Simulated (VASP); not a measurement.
Runs of VASP 6.6.1 on PtS2. The structure is that of space group P-3m1 (No. 164), or close to it. The cells are those of the table. 

| level | cell | k mesh | cutoff (eV) | smearing | gap on the mesh (eV) | largest force (eV/Å) |
| --- | --- | --- | --- | --- | --- | --- |
| PBE+D3(BJ) | a = 3.583, b = 3.583, c = 30.826 Å, angles 90.0, 90.0, 120.0°, 3 atoms | 6 × 6 × 1 | 520 | gaussian 0.1 eV | (a) | (b) |
| PBE+D3(BJ) | a = 3.542, b = 3.542, c = 20.984 Å, angles 90.0, 90.0, 120.0°, 3 atoms | 9 × 9 × 1 | 400 | gaussian 0.05 eV | 1.84 | 0.04 |
| RPBE+D3(BJ) | a = 3.583, b = 3.583, c = 30.826 Å, angles 90.0, 90.0, 120.0°, 3 atoms | 9 × 9 × 1 | 520 | gaussian 0.02 eV | (c) | 0.50 |
| PBE+D3(BJ) | a = 3.583, b = 3.583, c = 30.826 Å, angles 90.0, 90.0, 120.0°, 3 atoms | 9 × 9 × 1 | 520 | gaussian 0.02 eV | 1.82 | 0.11 |
| RPBE+D3(BJ) | a = 3.403, b = 3.403, c = 30.826 Å, angles 90.0, 90.0, 120.0°, 3 atoms | 9 × 9 × 1 | 520 | gaussian 0.02 eV | 1.89 | 0.05 |
| PBE+D3(BJ) | a = 3.542, b = 3.542, c = 30.826 Å, angles 90.0, 90.0, 120.0°, 3 atoms | 9 × 9 × 1 | 520 | gaussian 0.02 eV | 1.84 | 0.04 |

Alike in all rows: task single point; potentials or basis VASP PAW PBE potentials, release 64 (S, Pt); no spin polarisation.

Question: Estimate the missing entries.

Answer: (a) 2.04; (b) 0.10; (c) 1.86.

Caveats: spin-orbit coupling is left out, which moves the levels of the heavy elements; three body term missing (some runs); the PAW data sets were made with another functional, which shifts forces and pressure a little (some runs).

A k mesh can miss the band edges, and the runs leave out spin-orbit coupling on Pt.
